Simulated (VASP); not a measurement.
Write the native input for VASP 6.6.1 that does the following.

| Property | Result |
| --- | --- |
| Task | single point |
| Functional | r2SCAN |
| Potentials or basis | VASP PAW PBE potentials, release 64 (Li_sv, Ge_d, N) |
| Cutoff | 520 eV |
| k mesh | 9 × 9 × 2 |
| Occupations | gaussian, width 0.01 eV |
| Spin | no spin polarisation |
| Dipole correction | no |
| Further INCAR settings | ALGO = Normal; EDIFF = 1e-06; NBANDS = 31 |

LiGeN:

```xyz
6
Lattice="2.9569 0.0000 0.0000 -1.4784 2.5607 0.0000 0.0000 0.0000 9.2586" Properties=species:S:1:pos:R:3 pbc="T T T"
Li    1.4784    0.8536    6.8808
Li    0.0000    1.7072    2.2515
Ge    0.0000    0.0000    4.6184
Ge    0.0000    0.0000    9.2477
N     0.0000    1.7072    5.5795
N     1.4784    0.8536    0.9502
```

One way to write it, as run:

POSCAR

```
LiGeN
1.0
    2.9568947342      0.0000000000      0.0000000000
   -1.4784473671      2.5607459561      0.0000000000
    0.0000000000      0.0000000000      9.2585759496
Li Ge N
2 2 2
Direct
    0.6666666667      0.3333333333      0.7431798159
    0.3333333333      0.6666666667      0.2431798159
    0.0000000000      0.0000000000      0.4988273199
    0.0000000000      0.0000000000      0.9988273199
    0.3333333333      0.6666666667      0.6026308642
    0.6666666667      0.3333333333      0.1026308642
```

INCAR.step1

```
SYSTEM = LiGeN
PREC = Accurate ; ENCUT = 520
ISMEAR = 0 ; SIGMA = 0.01
LREAL = .False. ; LASPH = .True.
NELM = 60 ; NBANDS = 31
GGA = PE ; ALGO = Normal
EDIFF = 1E-4 ; LWAVE = .True.
LCHARG = .False.
```

INCAR.step2

```
SYSTEM = LiGeN
PREC = Accurate ; ENCUT = 520
EDIFF = 1E-6 ; ISMEAR = 0
SIGMA = 0.01 ; LREAL = .False.
LASPH = .True. ; NELM = 60
ALGO = Normal ; ISIF = 2
LWAVE = .False. ; LCHARG = .False.
METAGGA = R2SCAN ; LMIXTAU = .True.
NBANDS = 31 ; ISTART = 1
```

KPOINTS

```
Automatic mesh
0
Gamma
  9 9 2
  0 0 0
```

Potentials or basis: VASP PAW PBE potentials, release 64 (Li_sv, Ge_d, N).

Command:

```sh
$ cat potpaw_PBE.64/Li_sv/POTCAR potpaw_PBE.64/Ge_d/POTCAR potpaw_PBE.64/N/POTCAR > POTCAR
$ cp INCAR.step1 INCAR
$ mpirun -np 1 vasp_std > vasp.out
$ cp INCAR.step2 INCAR
$ mpirun -np 1 vasp_std > vasp.out
```

Results of the run:

- Largest force: 0.374 eV/Å
- Band gap on the k mesh: 2.11 eV (least direct gap 2.86 eV)

Caveat: the PAW data sets were made with another functional, which shifts forces and pressure a little.

It took 110 s on 1 thread of Intel(R) Xeon(R) 6975P-C (Granite Rapids), on a shared host, peak memory 0.22 GiB.
